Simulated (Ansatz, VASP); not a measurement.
# One calculation of CdS, two programs

```
Cd S
1.0
     4.01076    0.00000    0.00000
    -2.00538    3.47342    0.00000
     0.00000    0.00000    6.74900
Cd S
2 2
Direct
  0.33333 0.66667 0.00000
  0.66667 0.33333 0.50000
  0.33333 0.66667 0.38500
  0.66667 0.33333 0.88500
```

Change from the starting cell: equal xx and yy strain of -3 %, crystal datasets.

Alike in both runs: task electric field gradients; functional PBE; k mesh 7 × 7 × 4; occupations fermi-dirac, width 0.01 eV; no spin polarisation.

|  | VASP | Ansatz |
| --- | --- | --- |
| version | VASP 6.6.1 | Ansatz 0.2.0 |
| potentials or method | VASP PAW PBE potentials, release 64 (Cd, S), cutoff 520 eV | all-electron PAW with datasets made for the crystal, scalar-relativistic |

Ansatz gave:

```
gap on the k mesh at the Fermi level (eV)                     : 1.31
pressure (GPa)                                                : 7.4
traceless stress, the component that is largest in VASP (GPa) : -4.49
rms of the force components (eV/Å)                            : 0.331
size of Vzz on the site where it differs most (V/Å²)          : 57.8
```

Q: What did VASP give for the same quantities?

A: gap on the k mesh at the Fermi level (eV): 1.32; pressure (GPa): 7.9; traceless stress, the component that is largest in VASP (GPa): -4.60; rms of the force components (eV/Å): 0.341; size of Vzz on the site where it differs most (V/Å²): 63.4.

Atom by atom the forces differ by 0.010 eV/Å (rms over components). Ansatz ran all-electron here, and VASP with PAW potentials.
